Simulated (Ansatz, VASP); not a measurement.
**Two plane-wave programs on BN**

The input POSCAR:

```
BN
1.0
    2.7582547698      0.0000000000      0.0000000000
   -1.3791273849      2.3887187008      0.0000000000
    0.0000000000      0.0000000000      4.0577808000
B N
2 2
Direct
    0.6666666667      0.3333333333      0.9997240000
    0.3333333333      0.6666666667      0.4997240000
    0.6666666667      0.3333333333      0.6252760000
    0.3333333333      0.6666666667      0.1252760000
```

File INCAR.step1:

```
ALGO = Normal ; EDIFF = 1E-4
ENCUT = 520 ; GGA = PE
ISMEAR = 0 ; LASPH = T
LCHARG = F ; LREAL = F
LWAVE = T ; NBANDS = 16
NELM = 60 ; PREC = Accurate
SIGMA = 0.05
```

File INCAR.step2:

```
ALGO = Normal ; EDIFF = 1E-7
ENCUT = 520 ; ISIF = 2
ISMEAR = 0 ; ISTART = 1
LASPH = T ; LCHARG = F
LMIXTAU = T ; LREAL = F
LWAVE = F ; METAGGA = R2SCAN
NBANDS = 16 ; NELM = 60
PREC = Accurate ; SIGMA = 0.05
```

KPOINTS

```
k-points
0
Gamma
  12 12 6
```

Input for Ansatz:

```yaml
crystal:
  lattice:
    - [2.7582547698, 0.0, 0.0]
    - [-1.3791273849, 2.3887187008, 0.0]
    - [0.0, 0.0, 4.0577808]
  atoms:
    - { symbol: B, position: [0.6666666667, 0.3333333333, 0.999724] }
    - { symbol: B, position: [0.3333333333, 0.6666666667, 0.499724] }
    - { symbol: "N", position: [0.6666666667, 0.3333333333, 0.625276] }
    - { symbol: "N", position: [0.3333333333, 0.6666666667, 0.125276] }
basis:
  ecutwfc: 500
kpoints:
  mp_grid: { grid: [12, 12, 6] }
hamiltonian:
  xc: r2scan
scf:
  occupations: { method: gaussian, width: 0.05 }
output:
  forces: true
  stress: true
  eigenvalues: true
```

Change from the starting cell: strain +0.080 along x and y, -0.040 along z, atoms carried along.

Alike in both runs: task single point; functional r2SCAN; k mesh 12 × 12 × 6; occupations gaussian, width 0.05 eV; no spin polarisation.

|  | VASP | Ansatz |
| --- | --- | --- |
| version | VASP 6.6.1 | Ansatz 0.2.0 |
| potentials or method | VASP PAW PBE potentials, release 64 (B, N), cutoff 520 eV | scalar-relativistic, plane waves, PAW |
| valence electrons in the cell | 16 | 16 |

```csv
,VASP,Ansatz,Ansatz less VASP
gap on the k mesh at the Fermi level (eV),5.57,5.57,+0.005
least direct gap on the mesh (eV),6.50,6.48,-0.018
pressure (GPa),-32.1,-32.8,-0.66
"traceless stress, the component that is largest in VASP (GPa)",59.86,59.54,-0.319
rms of the force components (eV/Å),0.021,0.007,-0.0134
```

VASP's potentials were made for PBE, not for r2SCAN. Atom by atom the forces differ by 0.013 eV/Å (rms over components). Both programs put the cell under strong tension, so it lies far from rest at this level.

Noted on VASP's run: the cell as given lies far from equilibrium.
